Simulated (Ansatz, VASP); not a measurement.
Pd: VASP beside Ansatz

```
Pd
1.0
    -1.36967    1.36967    2.08376
     1.36967   -1.36967    2.08376
     1.36967    1.36967   -2.08376
Pd
1
Direct
  0.00000 0.00000 0.00000
```

Alike in both runs: task relaxation of cell and atoms; functional PBEsol; k mesh 8 × 8 × 8; occupations gaussian, width 0.1 eV; no spin polarisation.

|  | VASP | Ansatz |
| --- | --- | --- |
| version | VASP 6.6.1 | Ansatz 0.2.0 |
| potentials or method | VASP PAW PBE potentials, release 64 (Pd), cutoff 500 eV | scalar-relativistic, plane waves, PAW |
| valence electrons in the cell | 10 | 18 |

|  | VASP | Ansatz | Ansatz less VASP |
| --- | --- | --- | --- |
| gap on the k mesh at the Fermi level, each at its own relaxed structure (eV) | none | none | - |
| relaxed volume (Å³/atom) | 14.57 | 14.60 | +0.034 |
| relaxed cell length with the largest relative difference (Å) | 2.741 | 2.745 | +0.0044 |

VASP's potentials were made for PBE, not for PBEsol. A gap of «none» marks a metal or a gap that the smearing closes. VASP's potentials hold 10 valence electrons a cell and Ansatz's 18, so a difference there can come from the potentials and not from the codes.

The k mesh is coarse, so the values compare programs but aren't converged.
